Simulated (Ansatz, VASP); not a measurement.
**One calculation of MgS, two programs**

The input INCAR:

```
SYSTEM = MgS
PREC = Accurate
ENCUT = 520
EDIFF = 1E-7
ISMEAR = -1
SIGMA = 0.02
LREAL = .False.
LASPH = .True.
NELM = 60
ALGO = Normal
ISIF = 2
LWAVE = .False.
LCHARG = .False.
GGA = PE
NBANDS = 11
```

File KPOINTS:

```
regular mesh
0
Gamma
  8 8 8
  0 0 0
```

File POSCAR:

```
MgS
1.0
    0.0000000000      2.7779394421      2.7779394421
    2.7779394421      0.0000000000      2.7779394421
    2.7779394421      2.7779394421      0.0000000000
Mg S
1 1
Direct
    0.0000000000      0.0000000000      0.0000000000
    0.2500000000      0.2500000000      0.2500000000
```

Input for Ansatz:

```yaml
crystal:
  lattice:
    - [0.0, 2.7779394421, 2.7779394421]
    - [2.7779394421, 0.0, 2.7779394421]
    - [2.7779394421, 2.7779394421, 0.0]
  atoms:
    - { symbol: Mg, position: [0.0, 0.0, 0.0] }
    - { symbol: S, position: [0.25, 0.25, 0.25] }
kpoints:
  mp_grid: { grid: [8, 8, 8] }
  band_path:
    path:
      - [0.0, 0.0, 0.0]
      - [-0.5, -0.5, 0.0]
      - [-0.375, -0.375, 0.25]
      - [-0.375, 0.0, 0.375]
      - [0.0, 0.0, 0.5]
      - [-0.5, -0.25, 0.25]
    npoints: 1
hamiltonian:
  xc: pbe
scf:
  occupations: { method: fermi_dirac, width: 0.02 }
  n_extra_bands: 4
output:
  forces: true
  stress: true
  eigenvalues: true
```

Change from the starting cell: hydrostatic strain -1.9%.

Alike in both runs: task single point; functional PBE; k mesh 8 × 8 × 8; occupations fermi-dirac, width 0.02 eV; no spin polarisation.

|  | VASP | Ansatz |
| --- | --- | --- |
| version | VASP 6.6.1 | Ansatz 0.2.0 |
| potentials or method | VASP PAW PBE potentials, release 64 (Mg, S) | plane waves, PAW |
| plane-wave cutoff (eV) | 520 | 420 |
| valence electrons in the cell | 8 | 16 |

VASP gave:

| Quantity | Value |
| --- | --- |
| gap on the k mesh at the Fermi level (eV) | 3.75 |
| pressure (GPa) | 4.7 |

Task: Estimate Ansatz's values.

Result: gap on the k mesh at the Fermi level (eV): 3.75; pressure (GPa): 4.9.

VASP's potentials hold 8 valence electrons a cell and Ansatz's 16, so a difference there can come from the potentials and not from the codes.
